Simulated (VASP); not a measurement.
Wanted: the native input for a VASP 6.6.1 run.

```yaml
Task: single point
Functional: PBE
Potentials_or_basis: VASP PAW PBE potentials, release 64 (Sn_d, Sb)
Cutoff: 520 eV
k_mesh: 12 × 12 × 6
Occupations: gaussian, width 0.1 eV
Spin: no spin polarisation
Dipole_correction: no
Further_INCAR_settings: ALGO = Fast; EDIFF = 1e-06; NBANDS = 34
```

The structure of Sn3Sb2 lies in POSCAR:

```
Sn3Sb2
1.0
    5.3274951241      0.0000000000      0.0000000000
   -2.6637475621      4.6137461160      0.0000000000
    0.0000000000      0.0000000000      6.4121030949
Sn Sb
3 2
Direct
    0.0000000000      0.0000000000      0.0000000000
    0.3333333333      0.6666666667      0.7204001712
    0.6666666667      0.3333333333      0.2795998288
    0.3333333333      0.6666666667      0.2305678296
    0.6666666667      0.3333333333      0.7694321704
```

The input as run:

INCAR

```
SYSTEM = Sn3Sb2
PREC     = Accurate       ! precision mode
ENCUT    = 520            ! plane-wave cutoff, eV
EDIFF    = 1E-6           ! SCF threshold, eV
ISMEAR   = 0              ! smearing method
SIGMA    = 0.1            ! smearing width, eV
LREAL    = .FALSE.        ! projectors in reciprocal space
LASPH    = .TRUE.         ! aspherical terms in the spheres
NELM     = 80             ! most SCF steps
ALGO     = Fast           ! electronic algorithm
ISIF     = 2              ! what is computed and relaxed
LWAVE    = .FALSE.        ! write WAVECAR
LCHARG   = .TRUE.         ! write CHGCAR
GGA      = PE             ! functional
LELF     = .TRUE.         ! ELF
LVHAR    = .TRUE.       
NBANDS   = 34             ! bands
```

KPOINTS

```
Automatic mesh
0
G
  12 12 6
  0 0 0
```

Potentials or basis: VASP PAW PBE potentials, release 64 (Sn_d, Sb).

Run with:

```sh
$ cat potpaw_PBE.64/Sn_d/POTCAR potpaw_PBE.64/Sb/POTCAR > POTCAR
$ mpirun -np 1 vasp_std > vasp.out
```

Results of the run:

```
Pressure               : 0.0 GPa
Band gap on the k mesh : zero (bands 26 and 27 overlap by 2.10 eV)
```

Caveat: spin-orbit coupling is left out, which moves the levels of the heavy elements.

Wall time 4.5 min on 1 thread of Intel(R) Xeon(R) Platinum 8559C (Emerald Rapids), with other jobs on the host, peak memory 0.56 GiB.
